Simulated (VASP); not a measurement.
Ce2CoH, 16 atoms in the cell. It takes space group Fd-3m (No. 227, cubic). Conventional cell: a = 10.676 Å, b = 10.676 Å, c = 10.676 Å, α = 90.00°, β = 90.00°, γ = 90.00°. H (site symmetry -3m) has 6 Ce at 2.67 Å within 3.5 Å. Ce (site symmetry 3m) has 3 H at 2.67 Å and 3 Co at 2.67 Å within 3.5 Å. Within 3.5 Å of Co (site symmetry -3m) lie 6 Ce at 2.67 Å. 

```yaml
Program: VASP 6.6.1
Task: single point
Functional: r2SCAN
Potentials_or_basis: VASP PAW PBE potentials, release 64 (H, Ce, Co)
Cutoff: 520 eV
k_mesh: 4 × 4 × 4
Occupations: fermi-dirac, width 0.1 eV
Spin: no spin polarisation
Dipole_correction: no
Further_INCAR_settings: LREAL = Auto; ALGO = Normal; EDIFF = 1e-06; NBANDS = 82
```

Potentials or basis: VASP PAW PBE potentials, release 64 (H, Ce, Co).

Command:

```bash
$ cat potpaw_PBE.64/H/POTCAR potpaw_PBE.64/Ce/POTCAR potpaw_PBE.64/Co/POTCAR > POTCAR
$ cp INCAR.step1 INCAR
$ mpirun -np 1 vasp_std > vasp.out
$ cp INCAR.step2 INCAR
$ mpirun -np 1 vasp_std > vasp.out
```

Hardware: 1 thread of Intel(R) Xeon(R) Platinum 8375C CPU @ 2.90GHz (Ice Lake) (shared host).

Task: How long does it take, and how much memory?

Result: It took 66 min on 1 thread of Intel(R) Xeon(R) Platinum 8375C CPU @ 2.90GHz (Ice Lake), with other jobs on the host, peak memory 0.59 GiB. Counts: k points 8.
